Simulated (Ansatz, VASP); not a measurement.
**Two plane-wave programs on In**

INCAR

```
  PREC = Accurate
  ENCUT = 520
  EDIFF = 1E-8
  ISMEAR = -1
  SIGMA = 0.05
  LREAL = False
  LASPH = True
  NELM = 60
  ALGO = Normal
  ISIF = 2
  LWAVE = False
  LCHARG = False
  LEFG = True
  NBANDS = 12
```

File KPOINTS:

```
Automatic mesh
0
Gamma
  14 14 14
```

POSCAR

```
In
1.0
   -1.6475491645      1.6475491645      2.5065057071
    1.6475491645     -1.6475491645      2.5065057071
    1.6475491645      1.6475491645     -2.5065057071
In
1
Direct
    0.0000000000      0.0000000000      0.0000000000
```

Input for Ansatz:

```yaml
crystal:
  lattice:
    - [-1.6475491645, 1.6475491645, 2.5065057071]
    - [1.6475491645, -1.6475491645, 2.5065057071]
    - [1.6475491645, 1.6475491645, -2.5065057071]
  atoms:
    - { symbol: In, position: [0.0, 0.0, 0.0] }
kpoints:
  mp_grid: { grid: [14, 14, 14] }
scf:
  occupations: { method: fermi_dirac, width: 0.05 }
hamiltonian:
  xc: lda
  pseudopotentials: { kind: paw }
output:
  forces: true
  stress: true
  eigenvalues: true
  efg: { contact_densities: true }
```

Change from the starting cell: volume scaled by 1.04, PAW files.

Alike in both runs: task electric field gradients; functional LDA; k mesh 14 × 14 × 14; occupations fermi-dirac, width 0.05 eV; no spin polarisation.

|  | VASP | Ansatz |
| --- | --- | --- |
| version | VASP 6.6.1 | Ansatz 0.2.0 |
| potentials or method | VASP PAW LDA potentials, release 64 (In_d) | PAW with Ansatz's default frozen-core files, scalar-relativistic |
| plane-wave cutoff (eV) | 520 | 420 |
| valence electrons in the cell | 13 | 13 |

|  | VASP | Ansatz | Ansatz less VASP |
| --- | --- | --- | --- |
| pressure (GPa) | -4.0 | -3.9 | +0.02 |
| traceless stress, the component that is largest in VASP (GPa) | 0.25 | 0.25 | -0.002 |
| size of Vzz on the site where it differs most (V/Å²) | 20.6 | 20.5 | -0.08 |

LDA's correlation is that of Perdew and Zunger in VASP and of Perdew and Wang (1992) in Ansatz.
